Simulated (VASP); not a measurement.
# TiSi2 (Fddd) in VASP: a series of runs

The runs below take TiSi2 through relaxation of cell and atoms, single point, with PBE, PBEsol+U.

Everything below comes from runs of VASP 6.6.1. Logs are shortened: lines on timing, memory, paths and dates and some standing lists are left out, and cuts for length are marked.

### Step 1. The cell of the first run

It takes space group Fddd (No. 70, orthorhombic). Conventional cell: a = 4.779 Å, b = 8.235 Å, c = 8.526 Å, α = 90.00°, β = 90.00°, γ = 90.00°. Ti (site symmetry 222) has 10 Si at 2.55 to 2.78 Å and 4 Ti at 3.20 Å within 3.4 Å. Within 3.3 Å of Si (site symmetry 2) lie 9 Si at 2.52 to 3.20 Å and 5 Ti at 2.55 to 2.78 Å.

### Step 2. Relaxation of cell and atoms, PBE, target pressure 5 GPa, at which the enthalpy is minimised

File INCAR:

```
SYSTEM = TiSi2
  ALGO = Normal
  EDIFF = 1E-7
  EDIFFG = -0.01
  ENCUT = 600
  GGA = PE
  IBRION = 2
  ISIF = 3
  ISMEAR = -1
  LASPH = .TRUE.
  LCHARG = .FALSE.
  LREAL = .FALSE.
  LWAVE = .FALSE.
  NELM = 80
  NSW = 60
  PREC = Accurate
  PSTRESS = 50.0
  SIGMA = 0.05
```

File KPOINTS:

```
k-points
0
G
  7 7 7
  0 0 0
```

File POSCAR:

```
TiSi2
1.0
    0.0000000000      4.1175163063      4.2628978354
    2.3895119538      0.0000000000      4.2628978354
    2.3895119538      4.1175163063      0.0000000000
Ti Si
2 4
Direct
    0.7500000000      0.7500000000      0.7500000000
    0.5000000000      0.5000000000      0.5000000000
    0.4125656100      0.0874343900      0.4125656100
    0.0874343900      0.4125656100      0.0874343900
    0.1625656100      0.8374343900      0.1625656100
    0.8374343900      0.1625656100      0.8374343900
```

Potentials or basis: VASP PAW PBE potentials, release 64 (Ti_sv, Si).

Launch:

```bash
$ cat potpaw_PBE.64/Ti_sv/POTCAR potpaw_PBE.64/Si/POTCAR > POTCAR
$ mpirun -np 1 vasp_std > vasp.out
```

OUTCAR:

```text
SYSTEM = TiSi2
   EDIFF = 1E-7
   EDIFFG = -0.01
   ENCUT = 600
   GGA = PE
   IBRION = 2
   ISIF = 3
   ISMEAR = -1
   LASPH = .TRUE.
   LREAL = .FALSE.
   NELM = 80
   NSW = 60
   PREC = Accurate
   PSTRESS = 50.0

 ion  position               nearest neighbor table
   1  0.750  0.750  0.750-   6 2.55   5 2.55   6 2.55   5 2.55   3 2.74   3 2.74   4 2.74   4 2.74
                             3 2.78   4 2.78
   2  0.500  0.500  0.500-   4 2.55   3 2.55   4 2.55   3 2.55   5 2.74   5 2.74   6 2.74   6 2.74
                             5 2.78   6 2.78
   3  0.413  0.087  0.413-   6 2.52   6 2.52   2 2.55   2 2.55   4 2.68   1 2.74   1 2.74   1 2.78
                             4 2.79   4 2.79
   4  0.087  0.413  0.087-   5 2.52   5 2.52   2 2.55   2 2.55   3 2.68   1 2.74   1 2.74   1 2.78
                             3 2.79   3 2.79
   5  0.163  0.837  0.163-   4 2.52   4 2.52   1 2.55   1 2.55   6 2.68   2 2.74   2 2.74   2 2.78
                             6 2.79   6 2.79
   6  0.837  0.163  0.837-   3 2.52   3 2.52   1 2.55   1 2.55   5 2.68   2 2.74   2 2.74   2 2.78
                             5 2.79   5 2.79

  LATTYP: Found a face centered orthorhombic cell.
 ALAT       =     4.7790239076
 B/A-ratio  =     1.7231620456
 C/A-ratio  =     1.7840035613

  Lattice vectors:

 A1 = (   0.0000000000,   4.1175163063,   4.2628978354)
 A2 = (   2.3895119538,   0.0000000000,   4.2628978354)
 A3 = (   2.3895119538,   4.1175163063,   0.0000000000)

Analysis of symmetry for initial positions (statically):
=====================================================================
 Subroutine PRICEL returns:
 Original cell was already a primitive cell.

 Routine SETGRP: Setting up the symmetry group for a
 face centered orthorhombic supercell.

 Subroutine GETGRP returns: Found  8 space group operations
 (whereof  4 operations were pure point group operations)
 out of a pool of  8 trial point group operations.

The static configuration has the point symmetry D_2 .
 The point group associated with its full space group is D_2h.

Analysis of symmetry for dynamics (positions and initial velocities):
=====================================================================
 Subroutine PRICEL returns:
 Original cell was already a primitive cell.

 Routine SETGRP: Setting up the symmetry group for a
 face centered orthorhombic supercell.

 Subroutine GETGRP returns: Found  8 space group operations
 (whereof  4 operations were pure point group operations)
 out of a pool of  8 trial point group operations.

The dynamic configuration has the point symmetry D_2 .
 The point group associated with its full space group is D_2h.

 Subroutine INISYM returns: Found  8 space group operations
 (whereof  4 operations are pure point group operations),
 and found     1 'primitive' translations

----------------------------------------------------------------------------------------

                                     Primitive cell

  volume of cell :      83.8841

  direct lattice vectors                    reciprocal lattice vectors
     0.000000000  4.117516306  4.262897835    -0.209247750  0.121432427  0.117291106
     2.389511954  0.000000000  4.262897835     0.209247750 -0.121432427  0.117291106
     2.389511954  4.117516306  0.000000000     0.209247750  0.121432427 -0.117291106

  length of vectors
     5.926739280  4.886928006  4.760641544     0.268863643  0.268863643  0.268863643

  position of ions in fractional coordinates (direct lattice)
     0.750000000  0.750000000  0.750000000
     0.500000000  0.500000000  0.500000000
     0.412565610  0.087434390  0.412565610
     0.087434390  0.412565610  0.087434390
     0.162565610  0.837434390  0.162565610
     0.837434390  0.162565610  0.837434390

  ion indices of the primitive-cell ions
   primitive index   ion index
                 1           1
                 2           2
                 3           3
                 4           4
                 5           5
                 6           6

----------------------------------------------------------------------------------------

 KPOINTS: k-points

Automatic generation of k-mesh.
 Grid dimensions read from file:
 generate k-points for:    7    7    7

 Generating k-lattice:

  Cartesian coordinates                     Fractional coordinates (reciprocal lattice)
    -0.029892536  0.017347490  0.016755872     0.142857143  0.000000000  0.000000000
     0.029892536 -0.017347490  0.016755872     0.000000000  0.142857143 -0.000000000
     0.029892536  0.017347490 -0.016755872     0.000000000 -0.000000000  0.142857143

  Length of vectors
     0.038409092  0.038409092  0.038409092

  Shift w.r.t. Gamma in fractional coordinates (k-lattice)
     0.000000000  0.000000000  0.000000000

 Subroutine IBZKPT returns following result:
 ===========================================

 Found     64 irreducible k-points:

 Following reciprocal coordinates:
            Coordinates               Weight
  0.000000  0.000000  0.000000      1.000000
  0.142857  0.000000  0.000000      8.000000
  0.285714  0.000000  0.000000      8.000000
  0.428571  0.000000  0.000000      8.000000
  0.142857  0.142857  0.000000      2.000000
  0.285714  0.142857  0.000000      8.000000
[... 16 lines left out ...]
  0.000000  0.142857  0.142857      2.000000
  0.285714  0.142857  0.142857      4.000000
 [... further k-points ...]
   k-points           NKPTS =     64   k-points in BZ     NKDIM =     64   number of bands    NBANDS=     24
   number of dos      NEDOS =    301   number of ions     NIONS =      6
   total plane-waves  NPLWV =  76800
   dimension x,y,z NGX =    48 NGY =   40 NGZ =   40
   dimension x,y,z NGXF=    96 NGYF=   80 NGZF=   80
   ions per type =               2   4
   NGX,Y,Z   is equivalent  to a cutoff of  13.46, 13.61, 13.97 a.u.
   NGXF,Y,Z  is equivalent  to a cutoff of  26.93, 27.21, 27.94 a.u.
 SYSTEM =  TiSi2
   PREC   = accura    normal or accurate (medium, high low for compatibility)
   ISTART =      0    job   : 0-new  1-cont  2-samecut
   ICHARG =      2    charge: 1-file 2-atom 10-const
   ISPIN  =      1    spin polarized calculation?
   LNONCOLLINEAR =      F non collinear calculations
   LSORBIT =      F    spin-orbit coupling
   LASPH  =      T    aspherical Exc in radial PAW
   ENCUT  =  600.0 eV  44.10 Ry    6.64 a.u.  11.84  9.76  9.51*2*pi/ulx,y,z
   NELM   =     80;   NELMIN=  2; NELMDL= -5     # of ELM steps
   EDIFF  = 0.1E-06   stopping-criterion for ELM
   LREAL  =      F    real-space projection
   EDIFFG = -.1E-01   stopping-criterion for IOM
   NSW    =     60    number of steps for IOM
   IBRION =      2    ionic relax: 0-MD 1-quasi-New 2-CG
   NFREE  =      1    steps in history (QN), initial steepest desc. (CG)
   ISIF   =      3    stress and relaxation
   ISYM   =      2    0-nonsym 1-usesym 2-fastsym
   POTIM  = 0.5000    time-step for ionic-motion
   TEBEG  =    0.0;   TEEND  =   0.0 temperature during run
   PSTRESS=   50.0 pullay stress
   NELECT =      40.0000    total number of electrons
   NUPDOWN=      -1.0000    fix difference up-down
   EMIN   =  10.00;   EMAX   =-10.00  energy-range for DOS
   EFERMI =   0.00;   METHOD = LEGACY
   ISMEAR =    -1;   SIGMA  =   0.05  broadening in eV -4-tet -1-fermi 0-gaus
   EFERMI_NEDOS =   21; number of points for ismear=-14 and -15
   IALGO  =     38    algorithm
   IMIX   =      4    mixing-type and parameters
     AMIX     =   0.40;   BMIX     =  1.00
     AMIX_MAG =   1.60;   BMIX_MAG =  1.00
  volume/ion in A,a.u.               =      13.98        94.35
  Fermi-wavevector in a.u.,A,eV,Ry     =   1.278994  2.416947 22.256742  1.635824
  Thomas-Fermi vector in A             =   2.411504
   LORBIT       =      0    0 simple, 1 ext, 2 COOP (PROOUT), +10 PAW based schemes
   GGA     = PE    functional components
   LHFCALC =     F    Hartree Fock is set to
   AEXX    =    0.0000 exact exchange contribution
   IVDW    =     0    specifies the selected vdW correction
   LEPSILON=     F    determine dielectric tensor
   LRPA    =     F    only Hartree local field effects (RPA)
 conjugate gradient relaxation of ions
 non-spin polarized calculation
  energy-cutoff  :      600.00
  volume of cell :       83.88
 maximum number of plane-waves:      2831
   NGX = 23   NGY = 19   NGZ = 19

--------------------------------------- Ionic step        1  -------------------------------------------

 number of electron      39.9999999 magnetization

 Free energy of the ion-electron system (eV)
  ---------------------------------------------------
  ext. energy  EPLUGINS =         0.00000000
  ---------------------------------------------------
  free energy    TOTEN  =       -40.69253032 eV

  energy without entropy =      -40.67231378  energy(sigma->0) =      -40.68242205

------------------------ aborting loop because EDIFF is reached ----------------------------------------

  FORCE on cell =-STRESS in cart. coord.  units (eV):
  Direction    XX          YY          ZZ          XY          YZ          ZX
  --------------------------------------------------------------------------------------
  -------------------------------------------------------------------------------------
  Total        1.2168932      0.4014773      1.5619553      0.0000000      0.0000000      0.0000000
  in kB       23.2425402      7.6681762     29.8331917      0.0000000      0.0000000      0.0000000
  external PRESSURE =     -29.7520306 kB  Pullay stress =      50.0000000 kB

 VOLUME and BASIS-vectors are now :
 -----------------------------------------------------------------------------
  energy-cutoff  :      600.00
  volume of cell :       83.88
      direct lattice vectors                 reciprocal lattice vectors
     0.000000000  4.117516306  4.262897835    -0.209247750  0.121432427  0.117291106
     2.389511954  0.000000000  4.262897835     0.209247750 -0.121432427  0.117291106
     2.389511954  4.117516306  0.000000000     0.209247750  0.121432427 -0.117291106
[... 222 lines left out ...]
  FREE ENERGIE OF THE ION-ELECTRON SYSTEM (eV)
  ---------------------------------------------------
  free  energy   TOTEN  =       -40.6589317685 eV

  energy  without entropy=      -40.6392270255  energy(sigma->0) =      -40.64907940

  enthalpy is  TOTEN    =       -38.0935803191 eV   P V=        2.5653514493

--------------------------------------- Ionic step        7  -------------------------------------------

 number of electron      39.9999998 magnetization

 Free energy of the ion-electron system (eV)
  ---------------------------------------------------
  ext. energy  EPLUGINS =         0.00000000
  ---------------------------------------------------
  free energy    TOTEN  =       -40.65906628 eV

  energy without entropy =      -40.63934937  energy(sigma->0) =      -40.64920782

 E-fermi :  10.4366     XC(G=0): -11.8282

 val. band max:       10.4355215308   @ k =   0.2857  -0.1429   0.1429
 cond. band min:      10.4386876963   @ k =  -0.4286   0.1429  -0.0000
 fundamental gap:      0.0031661656
 Fermi energy:        10.4366474952

 k-point     1 :       0.0000    0.0000    0.0000
  band No.  band energies     occupation
      1     -45.7593      2.00000
      2     -45.7279      2.00000
      3     -22.1556      2.00000
      4     -22.1424      2.00000
      5     -22.0543      2.00000
      6     -22.0384      2.00000
[... 16 lines left out ...]
     23      13.6410      0.00000
     24      13.9196      0.00000
[... 598 lines left out ...]
      2     -45.7308      2.00000
      3     -22.1556      2.00000
      4     -22.1276      2.00000
      5     -22.0782      2.00000
      6     -22.0326      2.00000
[... 16 lines left out ...]
     23      13.5304      0.00000
     24      13.6412      0.00000

 [... further k-points ...]

------------------------ aborting loop because EDIFF is reached ----------------------------------------

  FORCE on cell =-STRESS in cart. coord.  units (eV):
  Direction    XX          YY          ZZ          XY          YZ          ZX
  --------------------------------------------------------------------------------------
  -------------------------------------------------------------------------------------
  Total        2.5999831      2.5410783      2.5395059      0.0000000      0.0000000      0.0000000
  in kB       50.6727278     49.5246952     49.4940508      0.0000000      0.0000000      0.0000000
  external PRESSURE =      -0.1028420 kB  Pullay stress =      50.0000000 kB

 VOLUME and BASIS-vectors are now :
 -----------------------------------------------------------------------------
  energy-cutoff  :      600.00
  volume of cell :       82.21
      direct lattice vectors                 reciprocal lattice vectors
     0.000000000  4.070257715  4.252916869    -0.210572661  0.122842344  0.117566370
     2.374477282  0.000000000  4.252916869     0.210572661 -0.122842344  0.117566370
     2.374477282  4.070257715  0.000000000     0.210572661  0.122842344 -0.117566370

 POSITION                                       TOTAL-FORCE (eV/Angst)
 -----------------------------------------------------------------------------------
      3.56172      6.10539      6.37938         0.000000      0.000000      0.000000
      2.37448      4.07026      4.25292        -0.000000      0.000000      0.000000
      1.18724      3.36144      2.12646        -0.000000      0.003091     -0.000000
      1.18724      0.70881      2.12646        -0.000000     -0.003091     -0.000000
      2.37448      1.32632      4.25292         0.000000      0.003091      0.000000
      2.37448      6.81420      4.25292         0.000000     -0.003091      0.000000
 -----------------------------------------------------------------------------------
    total drift:                               -0.000000     -0.000000     -0.000000

  FREE ENERGIE OF THE ION-ELECTRON SYSTEM (eV)
  ---------------------------------------------------
  free  energy   TOTEN  =       -40.6590662754 eV

  energy  without entropy=      -40.6393493727  energy(sigma->0) =      -40.64920782

  enthalpy is  TOTEN    =       -38.0936004232 eV   P V=        2.5654658521

 reached required accuracy - stopping structural energy minimisation
```

Run time: 11 min. Hardware: 1 thread of AMD EPYC 7R13 (Zen 3), shared host; peak memory 0.33 GiB.

Results:

```
Free energy                                                : -40.6591 eV
Relaxed volume                                             : 13.70 Å³/atom
Relaxed cell                                               : a = 5.887 Å, b = 4.871 Å, c = 4.712 Å, α = 75.78°, β = 53.33°, γ = 50.89°
Space group after relaxing (to 0.1 Å)                      : Fddd (No. 70)
Energy change on relaxing (the run minimises the enthalpy) : +5.6 meV/atom
Ionic steps                                                : 7
Pressure after relaxing                                    : 5.0 GPa
Largest force after relaxing                               : 0.003 eV/Å
Band gap on the k mesh                                     : zero (bands 20 and 21 overlap by 1.83 eV)
```

Forces on the atoms (eV/Å):
```
Ti   0.000  0.000  0.000
Ti   0.000  0.000  0.000
Si   0.000  0.003  0.000
Si   0.000 -0.003  0.000
Si   0.000  0.003  0.000
Si   0.000 -0.003  0.000
```

Step by step:
```tsv
step	energy change (eV)	largest force (eV/Å)	pressure (GPa)	volume (Å³)
1	0.0000	0.0194	2.02	83.88
2	0.0917	0.0301	8.01	80.77
3	0.0358	0.0255	5.19	82.16
4	0.0333	0.0111	4.93	82.22
5	0.0337	0.0155	5.00	82.20
6	0.0336	0.0105	5.00	82.20
7	0.0335	0.0031	4.99	82.21
```

Final structure:
```xyz
6
Lattice="0.0000 4.0703 4.2529 2.3745 0.0000 4.2529 2.3745 4.0703 0.0000" Properties=species:S:1:pos:R:3 pbc="T T T"
Ti    3.5617    6.1054    6.3794
Ti    2.3745    4.0703    4.2529
Si    1.1872    3.3614    2.1265
Si    1.1872    0.7088    2.1265
Si    2.3745    1.3263    4.2529
Si    2.3745    6.8142    4.2529
```

Caveat: the cell is relaxed towards a set pressure, so the run minimises the enthalpy, not the energy.

(Part 1 of 2 ends here.)
